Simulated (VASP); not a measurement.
# MgI2 (P-3m1) in VASP: notebook

Runs on MgI2. Level: PBE. Tasks: single point, relaxation of cell and atoms.

All numbers are computed with VASP 6.6.1; they aren't measurements. Logs are shortened: lines on timing, memory, paths and dates and some standing lists are left out, and cuts for length are marked.

### 1 The cell of the first run

Symmetry: P-3m1, No. 164, trigonal system. The conventional cell has a = 4.208 Å, b = 4.208 Å, c = 7.874 Å, α = 90.00°, β = 90.00°, γ = 120.00°. Within 3.9 Å of Mg (site symmetry -3m) lie 6 I at 2.95 Å. Within 3.9 Å of I (site symmetry 3m) lie 3 Mg at 2.95 Å.

### 2 Single point, PBE

Contents of INCAR:

```
SYSTEM = MgI2
ALGO = Normal
EDIFF = 1E-6
ENCUT = 520
GGA = PE
ISIF = 2
ISMEAR = 0
LASPH = .True.
LCHARG = .True.
LELF = .True.
LREAL = .False.
LVHAR = .True.
LWAVE = .False.
NBANDS = 15
NELM = 100
PREC = Accurate
SIGMA = 0.02
```

Contents of KPOINTS:

```
k-points
0
Gamma
  6 6 4
  0 0 0
```

Contents of POSCAR:

```
MgI2
1.0
    4.2076333309      0.0000000000      0.0000000000
   -2.1038166655      3.6439173544      0.0000000000
    0.0000000000      0.0000000000      7.8739095845
Mg I
1 2
Direct
    0.0000000000      0.0000000000      0.0000000000
    0.3333333333      0.6666666667      0.7875523345
    0.6666666667      0.3333333333      0.2124476655
```

Potentials or basis: VASP PAW PBE potentials, release 64 (Mg, I).

Command:

```bash
$ cat potpaw_PBE.64/Mg/POTCAR potpaw_PBE.64/I/POTCAR > POTCAR
$ mpirun -np 1 vasp_std > vasp.out
```

OUTCAR:

```text
SYSTEM = MgI2
   EDIFF = 1E-6
   ENCUT = 520
   GGA = PE
   ISIF = 2
   ISMEAR = 0
   LASPH = .True.
   LREAL = .False.
   NELM = 100
   PREC = Accurate

 ion  position               nearest neighbor table
   1  0.000  0.000  0.000-   2 2.95   3 2.95   3 2.95   2 2.95   3 2.95   2 2.95
   2  0.333  0.667  0.788-   1 2.95   1 2.95   1 2.95
   3  0.667  0.333  0.212-   1 2.95   1 2.95   1 2.95

  LATTYP: Found a hexagonal cell.
 ALAT       =     4.2076333309
 C/A-ratio  =     1.8713392934

  Lattice vectors:

 A1 = (   4.2076333309,   0.0000000000,   0.0000000000)
 A2 = (  -2.1038166655,   3.6439173544,   0.0000000000)
 A3 = (   0.0000000000,   0.0000000000,   7.8739095845)

Analysis of symmetry for initial positions (statically):
=====================================================================
 Subroutine PRICEL returns:
 Original cell was already a primitive cell.

 Routine SETGRP: Setting up the symmetry group for a
 hexagonal supercell.

 Subroutine GETGRP returns: Found 12 space group operations
 (whereof 12 operations were pure point group operations)
 out of a pool of 24 trial point group operations.

The static configuration has the point symmetry D_3d.

Analysis of symmetry for dynamics (positions and initial velocities):
=====================================================================
 Subroutine PRICEL returns:
 Original cell was already a primitive cell.

 Routine SETGRP: Setting up the symmetry group for a
 hexagonal supercell.

 Subroutine GETGRP returns: Found 12 space group operations
 (whereof 12 operations were pure point group operations)
 out of a pool of 24 trial point group operations.

The dynamic configuration has the point symmetry D_3d.

 Subroutine INISYM returns: Found 12 space group operations
 (whereof 12 operations are pure point group operations),
 and found     1 'primitive' translations

----------------------------------------------------------------------------------------

                                     Primitive cell

  volume of cell :     120.7249

  direct lattice vectors                    reciprocal lattice vectors
     4.207633331  0.000000000  0.000000000     0.237663295  0.137214967  0.000000000
    -2.103816666  3.643917354  0.000000000     0.000000000  0.274429934  0.000000000
     0.000000000  0.000000000  7.873909584     0.000000000  0.000000000  0.127001712

  length of vectors
     4.207633331  4.207633331  7.873909584     0.274429934  0.274429934  0.127001712

  position of ions in fractional coordinates (direct lattice)
     0.000000000  0.000000000  0.000000000
     0.333333333  0.666666667  0.787552334
     0.666666667  0.333333333  0.212447666

  ion indices of the primitive-cell ions
   primitive index   ion index
                 1           1
                 2           2
                 3           3

----------------------------------------------------------------------------------------

 KPOINTS: k-points

Automatic generation of k-mesh.
 Grid dimensions read from file:
 generate k-points for:    6    6    4

 Generating k-lattice:

  Cartesian coordinates                     Fractional coordinates (reciprocal lattice)
     0.039610549  0.022869161  0.000000000     0.166666667  0.000000000  0.000000000
     0.000000000  0.045738322  0.000000000     0.000000000  0.166666667  0.000000000
     0.000000000  0.000000000  0.031750428     0.000000000  0.000000000  0.250000000

  Length of vectors
     0.045738322  0.045738322  0.031750428

  Shift w.r.t. Gamma in fractional coordinates (k-lattice)
     0.000000000  0.000000000  0.000000000

 Subroutine IBZKPT returns following result:
 ===========================================

 Found     24 irreducible k-points:

 Following reciprocal coordinates:
            Coordinates               Weight
  0.000000  0.000000  0.000000      1.000000
  0.166667 -0.000000  0.000000      6.000000
  0.333333 -0.000000  0.000000      6.000000
  0.500000 -0.000000  0.000000      3.000000
  0.166667  0.166667  0.000000      6.000000
  0.333333  0.166667  0.000000     12.000000
[... 16 lines left out ...]
  0.333333  0.166667  0.500000     12.000000
  0.333333  0.333333  0.500000      2.000000
   k-points           NKPTS =     24   k-points in BZ     NKDIM =     24   number of bands    NBANDS=     15
   number of dos      NEDOS =    301   number of ions     NIONS =      3
   total plane-waves  NPLWV =  61440
   dimension x,y,z NGX =    32 NGY =   32 NGZ =   60
   dimension x,y,z NGXF=    64 NGYF=   64 NGZF=  120
   ions per type =               1   2
   NGX,Y,Z   is equivalent  to a cutoff of  12.64, 12.64, 12.67 a.u.
   NGXF,Y,Z  is equivalent  to a cutoff of  25.29, 25.29, 25.34 a.u.
 SYSTEM =  MgI2
   PREC   = accura    normal or accurate (medium, high low for compatibility)
   ISTART =      0    job   : 0-new  1-cont  2-samecut
   ICHARG =      2    charge: 1-file 2-atom 10-const
   ISPIN  =      1    spin polarized calculation?
   LNONCOLLINEAR =      F non collinear calculations
   LSORBIT =      F    spin-orbit coupling
   LASPH  =      T    aspherical Exc in radial PAW
   ENCUT  =  520.0 eV  38.22 Ry    6.18 a.u.   7.82  7.82 14.64*2*pi/ulx,y,z
   NELM   =    100;   NELMIN=  2; NELMDL= -5     # of ELM steps
   EDIFF  = 0.1E-05   stopping-criterion for ELM
   LREAL  =      F    real-space projection
   EDIFFG = 0.1E-04   stopping-criterion for IOM
   NSW    =      0    number of steps for IOM
   IBRION =     -1    ionic relax: 0-MD 1-quasi-New 2-CG
   NFREE  =      0    steps in history (QN), initial steepest desc. (CG)
   ISIF   =      2    stress and relaxation
   ISYM   =      2    0-nonsym 1-usesym 2-fastsym
   POTIM  = 0.5000    time-step for ionic-motion
   TEBEG  =    0.0;   TEEND  =   0.0 temperature during run
   PSTRESS=    0.0 pullay stress
   NELECT =      16.0000    total number of electrons
   NUPDOWN=      -1.0000    fix difference up-down
   EMIN   =  10.00;   EMAX   =-10.00  energy-range for DOS
   EFERMI =   0.00;   METHOD = LEGACY
   ISMEAR =     0;   SIGMA  =   0.02  broadening in eV -4-tet -1-fermi 0-gaus
   EFERMI_NEDOS =   21; number of points for ismear=-14 and -15
   IALGO  =     38    algorithm
   IMIX   =      4    mixing-type and parameters
     AMIX     =   0.40;   BMIX     =  1.00
     AMIX_MAG =   1.60;   BMIX_MAG =  1.00
  volume/ion in A,a.u.               =      40.24       271.56
  Fermi-wavevector in a.u.,A,eV,Ry     =   0.834672  1.577302  9.478872  0.696677
  Thomas-Fermi vector in A             =   1.948103
   LORBIT       =      0    0 simple, 1 ext, 2 COOP (PROOUT), +10 PAW based schemes
   GGA     = PE    functional components
   LHFCALC =     F    Hartree Fock is set to
   AEXX    =    0.0000 exact exchange contribution
   IVDW    =     0    specifies the selected vdW correction
   LEPSILON=     F    determine dielectric tensor
   LRPA    =     F    only Hartree local field effects (RPA)
 non-spin polarized calculation
 Gauss-broadening in eV      SIGMA  =   0.02
  energy-cutoff  :      520.00
  volume of cell :      120.72
 maximum number of plane-waves:      3300
 NGX is ok and might be reduce to    32
   NGX = 15   NGY = 15   NGZ = 29

 number of electron      16.0000000 magnetization

 Free energy of the ion-electron system (eV)
  ---------------------------------------------------
  ext. energy  EPLUGINS =         0.00000000
  ---------------------------------------------------
  free energy    TOTEN  =        -7.73887875 eV

  energy without entropy =       -7.73887875  energy(sigma->0) =       -7.73887875

 E-fermi :   1.0065     XC(G=0):  -7.3938

 val. band max:        0.8623779898   @ k =   0.0000   0.0000   0.0000
 cond. band min:       4.4726117844   @ k =   0.5000  -0.0000   0.5000
 fundamental gap:      3.6102337946
 Fermi energy:         1.0064698909

 k-point     1 :       0.0000    0.0000    0.0000
  band No.  band energies     occupation
      1     -10.8839      2.00000
      2     -10.3523      2.00000
      3      -2.1176      2.00000
      4       0.5651      2.00000
      5       0.5789      2.00000
      6       0.5789      2.00000
      7       0.8624      2.00000
      8       0.8624      2.00000
      9       4.5746      0.00000
     10       5.7620      0.00000
     11       7.5553      0.00000
     12       7.5553      0.00000
     13       7.7615      0.00000
     14       9.0133      0.00000
     15       9.0133      0.00000

 k-point     2 :       0.1667   -0.0000    0.0000
  band No.  band energies     occupation
      1     -10.7586      2.00000
      2     -10.2816      2.00000
      3      -1.9924      2.00000
      4      -0.3732      2.00000
      5       0.1123      2.00000
      6       0.2966      2.00000
      7       0.5974      2.00000
      8       0.7964      2.00000
      9       5.3417      0.00000
     10       6.2898      0.00000
     11       7.0498      0.00000
     12       7.9607      0.00000
     13       8.0443      0.00000
     14       8.8823      0.00000
     15       9.3159      0.00000

 k-point     3 :       0.3333   -0.0000    0.0000
  band No.  band energies     occupation
      1     -10.4655      2.00000
      2     -10.1506      2.00000
      3      -2.0797      2.00000
      4      -1.4795      2.00000
      5      -0.6340      2.00000
      6      -0.1094      2.00000
      7       0.4521      2.00000
      8       0.5822      2.00000
      9       4.9434      0.00000
     10       6.3478      0.00000
     11       7.0507      0.00000
     12       8.1704      0.00000
     13       8.2131      0.00000
     14       8.8389      0.00000
     15       9.7942      0.00000
[... 343 lines left out ...]
 k-point    23 :       0.3333    0.1667    0.5000
  band No.  band energies     occupation
      1     -10.2723      2.00000
      2     -10.1152      2.00000
      3      -2.2691      2.00000
      4      -1.6838      2.00000
      5      -0.8534      2.00000
      6      -0.4227      2.00000
      7       0.1336      2.00000
      8       0.3874      2.00000
      9       5.1477      0.00000
     10       6.6703      0.00000
     11       7.2846      0.00000
     12       7.7538      0.00000
     13       7.9483      0.00000
     14       9.4096      0.00000
     15       9.9059      0.00000

 k-point    24 :       0.3333    0.3333    0.5000
  band No.  band energies     occupation
      1     -10.1342      2.00000
      2     -10.1342      2.00000
      3      -2.1245      2.00000
      4      -1.4867      2.00000
      5      -1.4867      2.00000
      6      -0.9707      2.00000
      7       0.2662      2.00000
      8       0.2662      2.00000
      9       5.4482      0.00000
     10       6.9806      0.00000
     11       6.9806      0.00000
     12       8.4849      0.00000
     13       9.1872      0.00000
     14       9.2294      0.00000
     15       9.5494      0.00000

------------------------ aborting loop because EDIFF is reached ----------------------------------------

  FORCE on cell =-STRESS in cart. coord.  units (eV):
  Direction    XX          YY          ZZ          XY          YZ          ZX
  --------------------------------------------------------------------------------------
  -------------------------------------------------------------------------------------
  Total       -0.0416826     -0.0416826     -0.0344890      0.0000000     -0.0000000      0.0000000
  in kB       -0.5531822     -0.5531822     -0.4577140      0.0000000     -0.0000000      0.0000000
  external PRESSURE =      -0.5213595 kB  Pullay stress =       0.0000000 kB

 VOLUME and BASIS-vectors are now :
 -----------------------------------------------------------------------------
  energy-cutoff  :      520.00
  volume of cell :      120.72
      direct lattice vectors                 reciprocal lattice vectors
     4.207633331  0.000000000  0.000000000     0.237663295  0.137214967  0.000000000
    -2.103816666  3.643917354  0.000000000     0.000000000  0.274429934  0.000000000
     0.000000000  0.000000000  7.873909584     0.000000000  0.000000000  0.127001712

 POSITION                                       TOTAL-FORCE (eV/Angst)
 -----------------------------------------------------------------------------------
      0.00000      0.00000      0.00000        -0.000000      0.000000      0.000000
     -0.00000      2.42928      6.20112         0.000000     -0.000000      0.009703
      2.10382      1.21464      1.67279        -0.000000      0.000000     -0.009703
 -----------------------------------------------------------------------------------
    total drift:                                0.000000      0.000000      0.000000

  FREE ENERGIE OF THE ION-ELECTRON SYSTEM (eV)
  ---------------------------------------------------
  free  energy   TOTEN  =        -7.7388787491 eV

  energy  without entropy=       -7.7388787491  energy(sigma->0) =       -7.73887875
```

Wall time 37 s (1 thread of Intel Xeon Platinum 8259CL at 2.50GHz (Skylake/Cascade Lake), shared host); peak memory 0.25 GiB.

Results:

```yaml
Free_energy: -7.7389 eV
Pressure: -0.1 GPa
Largest_force: 0.010 eV/Å
Band_gap_on_the_k_mesh: 3.61 eV (least direct gap 3.71 eV)
```

Forces on the atoms (eV/Å):
```
Mg   0.000  0.000  0.000
I    0.000  0.000  0.010
I    0.000  0.000 -0.010
```

Caveat: spin-orbit coupling is left out, which moves the levels of the heavy elements; this functional lacks dispersion, which binds the layers, so the pressure and a relaxed spacing across them are unreliable. PBE gaps usually lie below the measured ones, often by a third to a half.

### 3 Single point, PBE

This run uses another cell than the first one, of 16.54 Å³/atom.

Contents of INCAR:

```
  PREC = Accurate
  ENCUT = 520
  EDIFF = 1E-7
  ISMEAR = 0
  SIGMA = 0.02
  LREAL = False
  LASPH = True
  NELM = 80
  ALGO = Normal
  ISIF = 2
  LWAVE = False
  LCHARG = False
  GGA = PE
  NBANDS = 15
```

Contents of KPOINTS:

```
regular mesh
0
Gamma
  12 12 6
```

Contents of POSCAR:

```
MgI2
1.0
    3.2124771818      0.0000000000      0.0000000000
   -1.6062385909      2.7820868485      0.0000000000
    0.0000000000      0.0000000000      5.5527380331
Mg I
1 2
Direct
    0.0000000000      0.0000000000      0.0000000000
    0.3333333333      0.6666666667      0.7099582726
    0.6666666667      0.3333333333      0.2900417274
```

Potentials or basis: VASP PAW PBE potentials, release 64 (Mg, I).

Command:

```bash
$ cat potpaw_PBE.64/Mg/POTCAR potpaw_PBE.64/I/POTCAR > POTCAR
$ mpirun -np 1 vasp_std > vasp.out
```

It took 52 s on 1 thread of Intel Xeon Platinum 8259CL at 2.50GHz (Skylake/Cascade Lake), shared host; peak memory 0.21 GiB.

It converged, with:

* Free energy: 0.0890 eV
* Pressure: 90.4 GPa
* Largest force: 0.064 eV/Å
* Band gap on the k mesh: 0.48 eV (least direct gap 2.61 eV)

Forces on the atoms (eV/Å):
```
Mg   0.000  0.000  0.000
I    0.000  0.000 -0.064
I    0.000  0.000  0.064
```

Stress tensor (GPa, compression positive):
```
90.32  0.00  0.00
 0.00 90.32  0.00
 0.00  0.00 90.55
```

Levels at points of the mesh, in eV from the valence-band top:
| k point | band 5 | band 6 | band 7 | band 8 | band 9 | band 10 | band 11 | band 12 |
| --- | --- | --- | --- | --- | --- | --- | --- | --- |
| (0.00, 0.00, 0.00) | -1.58 | -0.68 | 0.00 | 0.00 | 3.67 | 4.36 | 6.65 | 6.65 |
| (0.50, 0.00, 0.00) | -6.95 | -4.79 | -4.36 | -1.80 | 0.81 | 3.77 | 4.20 | 5.32 |
| (0.00, 0.00, 0.50) | -1.08 | -1.08 | -0.60 | -0.60 | 4.62 | 5.51 | 5.96 | 5.96 |
| (0.50, 0.00, 0.50) | -4.37 | -3.90 | -3.45 | -2.69 | 1.55 | 1.68 | 2.35 | 3.07 |

Caveat: the cell stands under pressure; spin-orbit coupling is left out, which moves the levels of the heavy elements. A k mesh can miss the band edges.

(Continued in part 2 of 2.)
